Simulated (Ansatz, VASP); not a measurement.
# BN: VASP beside Ansatz

```
B N
1.0
     2.52829    0.00000    0.00000
    -1.26415    2.18957    0.00000
     0.00000    0.00000    6.44235
B N
2 2
Direct
  0.33333 0.66667 0.25000
  0.66667 0.33333 0.75000
  0.33333 0.66667 0.75000
  0.66667 0.33333 0.25000
```

Alike in both runs: task single point; functional LDA; k mesh 12 × 12 × 4; occupations gaussian, width 0.05 eV; no spin polarisation.

|  | VASP | Ansatz |
| --- | --- | --- |
| version | VASP 6.6.1 | Ansatz 0.2.0 |
| potentials or method | VASP PAW LDA potentials, release 64 (B, N), cutoff 520 eV | scalar-relativistic, plane waves, PAW |
| valence electrons in the cell | 16 | 16 |

Ansatz gave:

```
gap on the k mesh at the Fermi level (eV)                     : 3.96
least direct gap on the mesh (eV)                             : 4.33
pressure (GPa)                                                : -11.3
traceless stress, the component that is largest in VASP (GPa) : 11.42
```

Q: Which values does VASP return?

A: gap on the k mesh at the Fermi level (eV): 3.95; least direct gap on the mesh (eV): 4.32; pressure (GPa): -10.7; traceless stress, the component that is largest in VASP (GPa): 10.66.

Ansatz warns that its potentials were made for another functional, while VASP's fit it. LDA's correlation is that of Perdew and Zunger in VASP and of Perdew and Wang (1992) in Ansatz.
